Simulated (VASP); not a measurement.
Write the native input for VASP 6.6.1 that does the following.

```
Task                   : single point
Functional             : r2SCAN
Potentials or basis    : VASP PAW PBE potentials, release 64 (In_d, O)
Cutoff                 : 520 eV
k mesh                 : 11 × 11 × 3
Occupations            : fermi-dirac, width 0.02 eV
Spin                   : no spin polarisation
Dipole correction      : no
Further INCAR settings : ALGO = Normal; EDIFF = 1e-06; NBANDS = 27
```

InO, a slab with vacuum:

```
In O
1.0
     3.45361    0.00000    0.00000
    -1.72681    2.99092    0.00000
     0.00000    0.00000   15.87710
In O
2 2
Direct
  0.66667 0.33333 0.40998
  0.66667 0.33333 0.59002
  0.00000 0.00000 0.36013
  0.00000 0.00000 0.63987
```

One way to write it, as run:

POSCAR

```
InO
1.0
    3.4536138013      0.0000000000      0.0000000000
   -1.7268069007      2.9909172868      0.0000000000
    0.0000000000      0.0000000000     15.8771000000
In O
2 2
Direct
    0.6666666667      0.3333333333      0.4099790000
    0.6666666667      0.3333333333      0.5900210000
    0.0000000000      0.0000000000      0.3601330000
    0.0000000000      0.0000000000      0.6398670000
```

INCAR.step1

```
SYSTEM = InO
  ALGO = Normal
  EDIFF = 1E-4
  ENCUT = 520
  GGA = PE
  ISMEAR = -1
  LASPH = .True.
  LCHARG = .False.
  LREAL = .False.
  LWAVE = .True.
  NBANDS = 27
  NELM = 80
  PREC = Accurate
  SIGMA = 0.02
```

INCAR.step2

```
SYSTEM = InO
  ALGO = Normal
  EDIFF = 1E-6
  ENCUT = 520
  ISIF = 2
  ISMEAR = -1
  ISTART = 1
  LASPH = .True.
  LCHARG = .False.
  LMIXTAU = .True.
  LREAL = .False.
  LWAVE = .False.
  METAGGA = R2SCAN
  NBANDS = 27
  NELM = 80
  PREC = Accurate
  SIGMA = 0.02
```

KPOINTS

```
k-points
0
Gamma
  11 11 3
  0 0 0
```

Potentials or basis: VASP PAW PBE potentials, release 64 (In_d, O).

The run is started by

```bash
$ cat potpaw_PBE.64/In_d/POTCAR potpaw_PBE.64/O/POTCAR > POTCAR
$ cp INCAR.step1 INCAR
$ mpirun -np 1 vasp_std > vasp.out
$ cp INCAR.step2 INCAR
$ mpirun -np 1 vasp_std > vasp.out
```

Results of the run:

| Property | Result |
| --- | --- |
| Largest force | 0.343 eV/Å |
| Band gap on the k mesh | 0.73 eV (least direct gap 1.44 eV) |

Caveat: there is no dipole correction, which matters where the two faces differ; the PAW data sets were made with another functional, which shifts forces and pressure a little; spin-orbit coupling is left out, which moves the levels of the heavy elements.

It took 7.2 min on 1 thread of Intel(R) Xeon(R) 6975P-C (Granite Rapids) (shared host), peak memory 0.4 GiB.
